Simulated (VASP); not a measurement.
Input of a VASP 6.6.1 run:

INCAR

```
SYSTEM = AlN
PREC = Accurate ; ENCUT = 520
EDIFF = 1E-6 ; ISMEAR = 0
SIGMA = 0.05 ; LREAL = .False.
LASPH = .True. ; NELM = 100
ALGO = Normal ; ISIF = 2
LWAVE = .False. ; LCHARG = .False.
GGA = PE ; IBRION = 2
NSW = 50 ; EDIFFG = -0.01
```

Contents of KPOINTS:

```
Automatic mesh
0
Gamma
  9 9 6
  0 0 0
```

File POSCAR:

```
AlN
1.0
    3.1298889828      0.0000000000      0.0000000000
   -1.5649444914      2.7105633702      0.0000000000
    0.0000000000      0.0000000000      4.6156000000
Al N
2 2
Direct
    0.3333333333      0.6666666667      0.0017290859
    0.6666666667      0.3333333333      0.5017290859
    0.3333333333      0.6666666667      0.3832709141
    0.6666666667      0.3333333333      0.8832709141
```

Potentials or basis: VASP PAW PBE potentials, release 64 (Al, N).

Launch:

```bash
$ cat potpaw_PBE.64/Al/POTCAR potpaw_PBE.64/N/POTCAR > POTCAR
$ mpirun -np 1 vasp_std > vasp.out
```

Problem. What does it give for the band gap on the k mesh?

Solution. 4.19 eV.

Problem. What does it give for the energy gained by relaxing?

Solution. 42.7 meV/atom.

Step by step:
```
step  energy change (eV)  largest force (eV/Å)  pressure (GPa)
   1              0.0000                1.8301           20.07
   2             -0.1185                0.6605           15.29
   3             -0.1709                0.0072           16.31
```

Caveat: an odd mesh through Γ misses points on the zone boundary, where band edges can lie.
